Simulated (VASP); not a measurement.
Write the native input for VASP 6.6.1 that does the following.

```yaml
Task: single point
Functional: PBE
Potentials_or_basis: VASP PAW PBE potentials, release 64 (Hf_pv, C)
Cutoff: 520 eV
k_mesh: 11 × 11 × 11
Occupations: methfessel-paxton, width 0.1 eV
Spin: no spin polarisation
Dipole_correction: no
Further_INCAR_settings: ALGO = Normal; EDIFF = 1e-06; NBANDS = 14
```

The structure of HfC lies in POSCAR:

```
HfC
1.0
    0.0000000000      2.3015135458      2.3015135458
    2.3015135458      0.0000000000      2.3015135458
    2.3015135458      2.3015135458      0.0000000000
Hf C
1 1
Direct
    0.5000000000      0.5000000000      0.5000000000
    0.0000000000      0.0000000000      0.0000000000
```

The input as run:

INCAR

```
PREC     = Accurate       # precision mode
ENCUT    = 520            # plane-wave cutoff, eV
EDIFF    = 1E-6           # SCF threshold, eV
ISMEAR   = 1              # smearing method
SIGMA    = 0.1            # smearing width, eV
LREAL    = F              # projectors in reciprocal space
LASPH    = T              # aspherical terms in the spheres
NELM     = 80             # most SCF steps
ALGO     = Normal         # electronic algorithm
ISIF     = 2              # what is computed and relaxed
LWAVE    = F              # write WAVECAR
LCHARG   = F              # write CHGCAR
GGA      = PE             # functional
NBANDS   = 14             # bands
```

KPOINTS

```
regular mesh
0
Gamma
  11 11 11
```

Potentials or basis: VASP PAW PBE potentials, release 64 (Hf_pv, C).

The run is started by

```console
$ cat potpaw_PBE.64/Hf_pv/POTCAR potpaw_PBE.64/C/POTCAR > POTCAR
$ mpirun -np 1 vasp_std > vasp.out
```

It gave:

```
Pressure               : 7.3 GPa
Band gap on the k mesh : zero (band 7 reaches 7.21 eV, above the bottom of band 8 at 5.76 eV)
```

Caveat: spin-orbit coupling is left out, which moves the levels of the heavy elements.

Run time: 6.5 s on 1 thread of Intel(R) Xeon(R) 6975P-C (Granite Rapids), with other jobs on the host, peak memory 0.14 GiB.
